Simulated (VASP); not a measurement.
C, 4 atoms in the cell. Symmetry: R-3m, No. 166, trigonal system. Conventional cell: a = 2.527 Å, b = 2.527 Å, c = 25.454 Å, α = 90.00°, β = 90.00°, γ = 120.00°. C (site symmetry 3m) has 3 C at 1.46 Å within 1.9 Å. C (site symmetry 3m) has 3 C at 1.46 Å within 1.9 Å. 

| Quantity | Value |
| --- | --- |
| Program | VASP 6.6.1 |
| Task | single point |
| Functional | PBEsol |
| Dispersion | D3(BJ) |
| Potentials or basis | VASP PAW PBE potentials, release 64 (C) |
| Cutoff | 520 eV |
| k mesh | 11 × 11 × 11 |
| Occupations | fermi-dirac, width 0.1 eV |
| Spin | no spin polarisation |
| Dipole correction | no |
| Further INCAR settings | ALGO = Normal; EDIFF = 1e-07; NBANDS = 16 |

Potentials or basis: VASP PAW PBE potentials, release 64 (C).

Run with:

```console
$ cat potpaw_PBE.64/C/POTCAR > POTCAR
$ mpirun -np 1 vasp_std > vasp.out
```

Hardware: 1 thread of Intel(R) Xeon(R) Platinum 8259CL CPU @ 2.50GHz (Skylake/Cascade Lake), on a shared host.

**Question.** Estimate the wall time of this run.

**Answer.** Wall time 16 min on 1 thread of Intel(R) Xeon(R) Platinum 8259CL CPU @ 2.50GHz (Skylake/Cascade Lake), on a shared host, peak memory 0.56 GiB. Counts: scf iterations 14, k points 146.
